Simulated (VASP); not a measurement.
Write the native input for VASP 6.6.1 that does the following.

```yaml
Task: relaxation of cell and atoms
Functional: PBE
Potentials_or_basis: VASP PAW PBE potentials, release 64 (Mg, Ag, F)
Cutoff: 600 eV
k_mesh: 4 × 4 × 4
Occupations: gaussian, width 0.1 eV
Spin: collinear spin
Starting_moments: "[0.0, 1.0, 1.0, 0.0, 0.0, 0.0, 0.0, 0.0, 0.0] μB"
Dipole_correction: no
Further_INCAR_settings: ALGO = Normal; EDIFF = 1e-07; IBRION = 2; EDIFFG = -0.04; NSW = 90; ISIF = 3
```

The structure of MgAg2F6 lies in POSCAR:

```
MgAg2F6
1.0
    0.0000000000      4.0336011100      4.0336011100
    4.0336011100      0.0000000000      4.0336011100
    4.0336011100      4.0336011100      0.0000000000
Mg Ag F
1 2 6
Direct
    0.0000000000      0.0000000000      0.0000000000
    0.2500000000      0.2500000000      0.2500000000
    0.7500000000      0.7500000000      0.7500000000
    0.7751490000      0.2248510000      0.2248510000
    0.2248510000      0.7751490000      0.7751490000
    0.2248510000      0.7751490000      0.2248510000
    0.7751490000      0.2248510000      0.7751490000
    0.2248510000      0.2248510000      0.7751490000
    0.7751490000      0.7751490000      0.2248510000
```

The cell was generated, and may not be a known phase.

One way to write it, as run:

INCAR

```
PREC = Accurate ; ENCUT = 600
EDIFF = 1E-7 ; ISMEAR = 0
SIGMA = 0.1 ; LREAL = False
LASPH = True ; NELM = 200
ALGO = Normal ; ISIF = 3
LWAVE = False ; LCHARG = False
ISPIN = 2 ; MAGMOM = 0 1 1 0 0 0 0 0 0
LORBIT = 11 ; LMAXMIX = 4
GGA = PE ; IBRION = 2
NSW = 90 ; EDIFFG = -0.04
GGA_COMPAT = False ; NELMIN = 4
```

KPOINTS

```
regular mesh
0
Gamma
  4 4 4
```

Potentials or basis: VASP PAW PBE potentials, release 64 (Mg, Ag, F).

Launch:

```bash
$ cat potpaw_PBE.64/Mg/POTCAR potpaw_PBE.64/Ag/POTCAR potpaw_PBE.64/F/POTCAR > POTCAR
$ mpirun -np 1 vasp_std > vasp.out
```

Results of the run:

| Item | Value |
| --- | --- |
| Relaxed volume | 12.29 Å³/atom |
| Relaxed cell | a = 5.388 Å, b = 5.388 Å, c = 5.388 Å, α = 60.00°, β = 60.00°, γ = 60.00° |
| Space group after relaxing (to 0.1 Å) | Fm-3m (No. 225) |
| Energy gained by relaxing | 146.9 meV/atom |
| Ionic steps | 7 |
| Pressure after relaxing | 0.1 GPa |
| Largest force after relaxing | 0.037 eV/Å |
| Band gap on the k mesh | zero (filled and empty bands overlap) |
| Net moment | 2.00 μB per cell |
| Site moments | Mg -0.01; Ag +0.38; F +0.20 μB |
| Valence electrons inside the program's atomic spheres | Mg 0.48; Ag 9.36; F 6.03 |

Caveat: the volume moved by over 15 % at a fixed basis, so the end points are rough.

Wall time 8 min on 1 thread of Intel(R) Xeon(R) 6975P-C (Granite Rapids) (shared host), peak memory 0.47 GiB.
